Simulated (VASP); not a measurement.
Input of a VASP 6.6.1 run:

File INCAR:

```
  PREC = Accurate
  ENCUT = 520
  EDIFF = 1E-6
  ISMEAR = 0
  SIGMA = 0.02
  LREAL = False
  LASPH = True
  NELM = 100
  ALGO = Normal
  ISIF = 2
  LWAVE = False
  LCHARG = False
  GGA = PE
  NBANDS = 16
```

KPOINTS

```
Automatic mesh
0
Gamma
  10 10 10
```

The input POSCAR:

```
InP
1.0
    0.0000000000      2.9305000000      2.9305000000
    2.9305000000      0.0000000000      2.9305000000
    2.9305000000      2.9305000000      0.0000000000
In P
1 1
Direct
    0.0000000000      0.0000000000      0.0000000000
    0.2500000000      0.2500000000      0.2500000000
```

Potentials or basis: VASP PAW PBE potentials, release 64 (In_d, P).

Launch:

```sh
$ cat potpaw_PBE.64/In_d/POTCAR potpaw_PBE.64/P/POTCAR > POTCAR
$ mpirun -np 1 vasp_std > vasp.out
```

Question: Estimate the band gap on the k mesh.

Answer: 0.71 eV, direct.

Question: What does it give for the pressure?

Answer: 3.3 GPa.

Caveat: spin-orbit coupling is left out, which moves the levels of the heavy elements. A hybrid or GW would open this gap; PBE tends to underestimate it.
